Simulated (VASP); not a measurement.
**Ga2O3: single point with PBEsol**

The system is Ga2O3.

```
CELL_PARAMETERS angstrom
6.13871 -1.52366 0.00364
6.13871 1.52366 0.00364
-1.38044 0.00000 5.64415
ATOMIC_POSITIONS crystal
Ga 0.34127 0.34127 0.68542
Ga 0.65873 0.65873 0.31458
Ga 0.90948 0.90948 0.20461
Ga 0.09052 0.09052 0.79539
O 0.50377 0.50377 0.74407
O 0.49623 0.49623 0.25593
O 0.82678 0.82678 0.43723
O 0.17322 0.17322 0.56277
O 0.16527 0.16527 0.10959
O 0.83473 0.83473 0.89041
```

```
Program                : VASP 6.6.1
Task                   : single point
Functional             : PBEsol
Potentials or basis    : VASP PAW PBE potentials, release 64 (Ga_d, O)
Cutoff                 : 520 eV
k mesh                 : 8 × 8 × 4
Occupations            : gaussian, width 0.02 eV
Spin                   : no spin polarisation
Dipole correction      : no
Further INCAR settings : ALGO = Normal; EDIFF = 1e-06; NBANDS = 55
```

```yaml
Pressure: 0.3 GPa
Largest_force: 0.022 eV/Å
Band_gap_on_the_k_mesh: 2.23 eV (least direct gap 2.24 eV)
```

Forces on the atoms (eV/Å):
```
Ga   0.010  0.000  0.020
Ga  -0.010  0.000 -0.020
Ga   0.003  0.000 -0.002
Ga  -0.003  0.000  0.002
O    0.005  0.000  0.000
O   -0.005  0.000  0.000
O    0.013  0.000 -0.013
O   -0.013  0.000  0.013
O    0.007  0.000 -0.016
O   -0.007  0.000  0.016
```

Stress tensor (GPa, compression positive):
```
0.19 0.00 0.01
0.00 0.36 0.00
0.01 0.00 0.25
```

Levels at points of the mesh, in eV from the valence-band top:
```tsv
k point	band 42	band 43	band 44	band 45	band 46	band 47
(0.00, 0.00, 0.00)	-0.49	-0.29	-0.02	2.23	5.53	6.54
(0.50, 0.00, 0.00)	-0.72	-0.48	-0.11	5.47	6.34	7.06
(0.50, 0.50, 0.00)	-0.68	-0.42	-0.15	4.42	4.66	5.63
(0.00, 0.00, 0.50)	-0.65	-0.51	-0.30	4.61	4.75	6.57
(0.50, 0.00, 0.50)	-1.06	-0.74	-0.65	6.73	6.77	7.66
(0.50, 0.50, 0.50)	-0.62	-0.60	-0.01	5.02	5.15	6.07
```

Wall time 8.7 min on 1 thread of Intel(R) Xeon(R) 6975P-C (Granite Rapids), with other jobs on the host, peak memory 0.53 GiB.

Caveat: the PAW data sets were made with another functional, which shifts forces and pressure a little. A k mesh can miss the band edges.
